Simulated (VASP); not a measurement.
Input of a VASP 6.6.1 run:

The input POSCAR:

```
Be
1.0
    2.3106757278      0.0000000000      0.0000000000
   -1.1553378639      2.0011038802      0.0000000000
    0.0000000000      0.0000000000      3.6261212980
Be
2
Direct
    0.3333333333      0.6666666667      0.2500000000
    0.6666666667      0.3333333333      0.7500000000
```

File INCAR.step1:

```
PREC = Accurate ; ENCUT = 520
ISMEAR = 0 ; SIGMA = 0.1
LREAL = F ; LASPH = T
NELM = 100 ; NBANDS = 9
GGA = PE ; ALGO = Normal
EDIFF = 1E-4 ; LWAVE = T
LCHARG = F
```

File INCAR.step2:

```
PREC = Accurate ; ENCUT = 520
EDIFF = 1E-6 ; ISMEAR = 0
SIGMA = 0.1 ; LREAL = F
LASPH = T ; NELM = 100
ALGO = Normal ; ISIF = 2
LWAVE = F ; LCHARG = F
METAGGA = R2SCAN ; LMIXTAU = T
NBANDS = 9 ; ISTART = 1
```

Contents of KPOINTS:

```
regular mesh
0
Gamma
  24 24 12
```

Potentials or basis: VASP PAW PBE potentials, release 64 (Be).

Launch:

```console
$ cat potpaw_PBE.64/Be/POTCAR > POTCAR
$ cp INCAR.step1 INCAR
$ mpirun -np 1 vasp_std > vasp.out
$ cp INCAR.step2 INCAR
$ mpirun -np 1 vasp_std > vasp.out
```

Task: What does it give for the pressure?

Result: -6.4 GPa.

Task: What does it give for the band gap on the k mesh?

Result: Zero (band 2 reaches 7.70 eV, above the bottom of band 3 at 5.55 eV).

Stress tensor (GPa, compression positive):
```
-6.45  0.00  0.00
 0.00 -6.45  0.00
 0.00  0.00 -6.36
```

Caveat: the PAW data sets were made with another functional, which shifts forces and pressure a little.
